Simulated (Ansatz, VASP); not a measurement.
Two plane-wave programs on RbLa2Cl2

```
CELL_PARAMETERS angstrom
7.05203 0.00000 0.00000
-3.52601 6.10723 0.00000
0.00000 0.00000 5.57538
ATOMIC_POSITIONS crystal
Rb 0.00000 0.00000 0.50000
La 0.33333 0.66667 0.50000
La 0.66667 0.33333 0.50000
Cl 0.33333 0.66667 0.00000
Cl 0.66667 0.33333 0.00000
```

Alike in both runs: functional PBE; k mesh 6 × 6 × 4; occupations gaussian, width 0.1 eV; no spin polarisation.

Ansatz relaxed the structure, and its values are those at the end. VASP's run is a single point on that final structure, the one shown.

```csv
,VASP,Ansatz
version,VASP 6.6.1,Ansatz 0.2.0
potentials or method,"VASP PAW PBE potentials, release 64 (Rb_sv, La, Cl), cutoff 520 eV","scalar-relativistic, plane waves, PAW"
valence electrons in the cell,45,45
```

|  | VASP | Ansatz | Ansatz less VASP |
| --- | --- | --- | --- |
| gap on the k mesh at the Fermi level (eV) | none | none | - |
| pressure (GPa) | 0.1 | 0.1 | +0.05 |

A gap of «none» marks a metal or a gap that the smearing closes.

Neither program's run includes spin-orbit coupling.
